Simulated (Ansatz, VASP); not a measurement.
One calculation of Ge, two programs

INCAR

```
PREC = Accurate
ENCUT = 520
EDIFF = 1E-6
ISMEAR = -1
SIGMA = 0.05
LREAL = False
LASPH = True
NELM = 100
ALGO = Normal
ISIF = 2
LWAVE = False
LCHARG = False
GGA = RP
IVDW = 13
NBANDS = 21
```

KPOINTS

```
Automatic mesh
0
Gamma
  8 8 8
```

File POSCAR:

```
Ge
1.0
    0.0000000000      2.8476450493      2.8476450493
    2.8476450493      0.0000000000      2.8476450493
    2.8476450493      2.8476450493      0.0000000000
Ge
2
Direct
    0.7500000000      0.7500000000      0.7500000000
    0.5000000000      0.5000000000      0.5000000000
```

The input input.yaml:

```yaml
crystal:
  lattice:
    - [0.0, 2.8476450493, 2.8476450493]
    - [2.8476450493, 0.0, 2.8476450493]
    - [2.8476450493, 2.8476450493, 0.0]
  atoms:
    - { symbol: Ge, position: [0.75, 0.75, 0.75] }
    - { symbol: Ge, position: [0.5, 0.5, 0.5] }
hamiltonian:
  xc: rpbe
  pseudopotentials: { kind: paw }
  dispersion: d4
kpoints:
  mp_grid: { grid: [8, 8, 8] }
scf:
  occupations: { method: fermi_dirac, width: 0.05 }
output:
  forces: true
  stress: true
  eigenvalues: true
  write_density: true
  write_potential: true
  elf: true
  volumetric_format: npy
```

Alike in both runs: task single point; functional RPBE; dispersion D4; k mesh 8 × 8 × 8; occupations fermi-dirac, width 0.05 eV; no spin polarisation.

|  | VASP | Ansatz |
| --- | --- | --- |
| version | VASP 6.6.1 | Ansatz 0.2.0 |
| potentials or method | VASP PAW PBE potentials, release 64 (Ge_d) | Ansatz PAW |
| plane-wave cutoff (eV) | 520 | 420 |
| valence electrons in the cell | 28 | 28 |

```tsv
	VASP	Ansatz	Ansatz less VASP
gap on the k mesh at the Fermi level (eV)	none	none	-
pressure (GPa)	-0.9	-0.7	+0.18
```

VASP's potentials were made for PBE, not for RPBE. A gap of «none» marks a metal or a gap that the smearing closes.
